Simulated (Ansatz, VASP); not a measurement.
## One calculation of HfO2, two programs

The input POSCAR:

```
HfO2
1.0
    0.0000000000      2.8390301368      2.0071943067
    2.8390301368      0.0000000000      2.0071943067
    2.8390301368      2.8390301368      0.0000000000
Hf O
1 2
Direct
    0.0000000000      0.0000000000      0.0000000000
    0.2500000000      0.2500000000      0.2500000000
    0.7500000000      0.7500000000      0.7500000000
```

The input INCAR.step1:

```
SYSTEM = HfO2
PREC = Accurate
ENCUT = 520
ISMEAR = 0
SIGMA = 0.05
LREAL = .False.
LASPH = .True.
NELM = 60
NBANDS = 18
GGA = PE
ALGO = Normal
EDIFF = 1E-4
LWAVE = .True.
LCHARG = .False.
```

File INCAR.step2:

```
SYSTEM = HfO2
PREC = Accurate
ENCUT = 520
EDIFF = 1E-6
ISMEAR = 0
SIGMA = 0.05
LREAL = .False.
LASPH = .True.
NELM = 60
ALGO = Normal
ISIF = 2
LWAVE = .False.
LCHARG = .False.
METAGGA = R2SCAN
LMIXTAU = .True.
NBANDS = 18
ISTART = 1
```

The input KPOINTS:

```
Automatic mesh
0
Gamma
  8 8 8
  0 0 0
```

Input for Ansatz:

```yaml
crystal:
  lattice:
    - [0.0, 2.8390301368, 2.0071943067]
    - [2.8390301368, 0.0, 2.0071943067]
    - [2.8390301368, 2.8390301368, 0.0]
  atoms:
    - { symbol: Hf, position: [0.0, 0.0, 0.0] }
    - { symbol: O, position: [0.25, 0.25, 0.25] }
    - { symbol: O, position: [0.75, 0.75, 0.75] }
basis:
  ecutwfc: 500
kpoints:
  mp_grid: { grid: [8, 8, 8] }
hamiltonian:
  xc: r2scan
scf:
  occupations: { method: gaussian, width: 0.05 }
output:
  forces: true
  stress: true
  eigenvalues: true
```

Alike in both runs: task single point; functional r2SCAN; k mesh 8 × 8 × 8; occupations gaussian, width 0.05 eV; no spin polarisation.

|  | VASP | Ansatz |
| --- | --- | --- |
| version | VASP 6.6.1 | Ansatz 0.2.0 |
| potentials or method | VASP PAW PBE potentials, release 64 (Hf_pv, O), cutoff 520 eV | scalar-relativistic, plane waves, PAW |
| valence electrons in the cell | 22 | 38 |

|  | VASP | Ansatz | Ansatz less VASP |
| --- | --- | --- | --- |
| gap on the k mesh at the Fermi level (eV) | none | none | - |
| pressure (GPa) | 2.7 | 6.0 | +3.31 |
| traceless stress, the component that is largest in VASP (GPa) | 84.39 | 83.88 | -0.504 |

VASP's potentials were made for PBE, not for r2SCAN. A gap of «none» marks a metal or a gap that the smearing closes. The functional is the same, so the differences come from potentials, cutoffs and numerics. VASP's potentials hold 22 valence electrons a cell and Ansatz's 38, so a difference there can come from the potentials and not from the codes.

Neither program's run includes spin-orbit coupling.
